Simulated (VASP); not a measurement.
A run of VASP 6.6.1 is set up as follows.

Contents of INCAR:

```
SYSTEM = Ge
ALGO = Normal
EDIFF = 1E-6
ENCUT = 520
GGA = PE
ISIF = 2
ISMEAR = -1
LASPH = .TRUE.
LCHARG = .FALSE.
LREAL = .FALSE.
LWAVE = .FALSE.
NBANDS = 21
NELM = 100
PREC = Accurate
SIGMA = 0.05
```

The input KPOINTS:

```
k-points
0
G
  6 6 6
  0 0 0
```

POSCAR

```
Ge
1.0
    0.0000000000      2.8289100000      2.8289100000
    2.8289100000      0.0000000000      2.8289100000
    2.8289100000      2.8289100000      0.0000000000
Ge
2
Direct
    0.0000000000      0.0000000000      0.0000000000
    0.2500000000      0.2500000000      0.2500000000
```

Potentials or basis: VASP PAW PBE potentials, release 64 (Ge_d).

Run with:

```sh
$ cat potpaw_PBE.64/Ge_d/POTCAR > POTCAR
$ mpirun -np 1 vasp_std > vasp.out
```

Task: What does it give for the pressure?

Result: 3.6 GPa.
